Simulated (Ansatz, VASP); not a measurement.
# Li2O in VASP and in Ansatz

INCAR

```
  PREC = Accurate
  ENCUT = 750
  EDIFF = 1E-6
  ISMEAR = 0
  SIGMA = 0.02
  LREAL = False
  LASPH = True
  NELM = 120
  ALGO = Normal
  ISIF = 2
  LWAVE = False
  LCHARG = False
  GGA = PE
  NBANDS = 13
  GGA_COMPAT = False
```

File KPOINTS:

```
Automatic mesh
0
Gamma
  8 8 8
```

File POSCAR:

```
Li2O
1.0
    0.0000000000      2.2165208546      2.2165208546
    2.2165208546      0.0000000000      2.2165208546
    2.2165208546      2.2165208546      0.0000000000
Li O
2 1
Direct
    0.7500000000      0.7500000000      0.7500000000
    0.2500000000      0.2500000000      0.2500000000
    0.0000000000      0.0000000000      0.0000000000
```

Input for Ansatz:

```yaml
crystal:
  lattice:
    - [0.0, 2.2165208546, 2.2165208546]
    - [2.2165208546, 0.0, 2.2165208546]
    - [2.2165208546, 2.2165208546, 0.0]
  atoms:
    - { symbol: Li, position: [0.75, 0.75, 0.75] }
    - { symbol: Li, position: [0.25, 0.25, 0.25] }
    - { symbol: O, position: [0.0, 0.0, 0.0] }
basis:
  ecutwfc: 420
kpoints:
  mp_grid: { grid: [8, 8, 8] }
hamiltonian:
  xc: pbe
scf:
  occupations: { method: gaussian, width: 0.02 }
output:
  forces: true
  stress: true
  eigenvalues: true
```

Alike in both runs: task single point; functional PBE; k mesh 8 × 8 × 8; occupations gaussian, width 0.02 eV; no spin polarisation.

```csv
,VASP,Ansatz
version,VASP 6.6.1,Ansatz 0.2.0
potentials or method,"VASP PAW PBE potentials, release 64 (Li_sv, O), cutoff 750 eV","scalar-relativistic, plane waves, PAW"
valence electrons in the cell,12,12
```

Ansatz gave:

* gap on the k mesh at the Fermi level (eV): 5.23
* least direct gap on the mesh (eV): 6.23
* pressure (GPa): 13.0

Question: What did VASP give for the same quantities?

Answer: gap on the k mesh at the Fermi level (eV): 5.21; least direct gap on the mesh (eV): 6.23; pressure (GPa): 12.9.
